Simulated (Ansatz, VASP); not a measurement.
**Os: VASP beside Ansatz**

The input INCAR:

```
PREC = Accurate ; ENCUT = 520
EDIFF = 1E-6 ; ISMEAR = 0
SIGMA = 0.15 ; LREAL = False
LASPH = True ; NELM = 100
ALGO = Fast ; ISIF = 2
LWAVE = False ; LCHARG = False
GGA = PS ; NBANDS = 15
```

The input KPOINTS:

```
regular mesh
0
Gamma
  21 21 12
```

File POSCAR:

```
Os
1.0
    2.7340999755      0.0000000000      0.0000000000
   -1.3670499878      2.3441220349      0.0000000000
    0.0000000000      0.0000000000      4.3197000000
Os
2
Direct
    0.3333333333      0.6666666667      0.2500000000
    0.6666666667      0.3333333333      0.7500000000
```

Input for Ansatz:

```yaml
crystal:
  lattice:
    - [2.7340999755, 0.0, 0.0]
    - [-1.3670499878, 2.3441220349, 0.0]
    - [0.0, 0.0, 4.3197]
  atoms:
    - { symbol: Os, position: [0.3333333333, 0.6666666667, 0.25] }
    - { symbol: Os, position: [0.6666666667, 0.3333333333, 0.75] }
basis:
  ecutwfc: 420
kpoints:
  mp_grid: { grid: [21, 21, 12] }
hamiltonian:
  xc: pbesol
scf:
  occupations: { method: gaussian, width: 0.15 }
output:
  forces: true
  stress: true
  eigenvalues: true
```

Change from the starting cell: strain -0.0100 x Voigt [0, 1, 0, 0, 0, 0], atoms carried along.

Alike in both runs: task single point; functional PBEsol; k mesh 21 × 21 × 12; occupations gaussian, width 0.15 eV; no spin polarisation.

|  | VASP | Ansatz |
| --- | --- | --- |
| version | VASP 6.6.1 | Ansatz 0.2.0 |
| potentials or method | VASP PAW PBE potentials, release 64 (Os), cutoff 520 eV | scalar-relativistic, plane waves, PAW |
| valence electrons in the cell | 16 | 32 |

|  | VASP | Ansatz | Ansatz less VASP |
| --- | --- | --- | --- |
| gap on the k mesh at the Fermi level (eV) | none | none | - |
| pressure (GPa) | 2.0 | 1.5 | -0.47 |
| traceless stress, the component that is largest in VASP (GPa) | 3.97 | 3.96 | -0.010 |
| rms of the force components (eV/Å) | 0.016 | 0.016 | +0.0005 |

VASP's potentials were made for PBE, not for PBEsol. Atom by atom the forces differ by 0.000 eV/Å (rms over components). A gap of «none» marks a metal or a gap that the smearing closes. VASP's potentials hold 16 valence electrons a cell and Ansatz's 32, so a difference there can come from the potentials and not from the codes.

Neither program's run includes spin-orbit coupling.
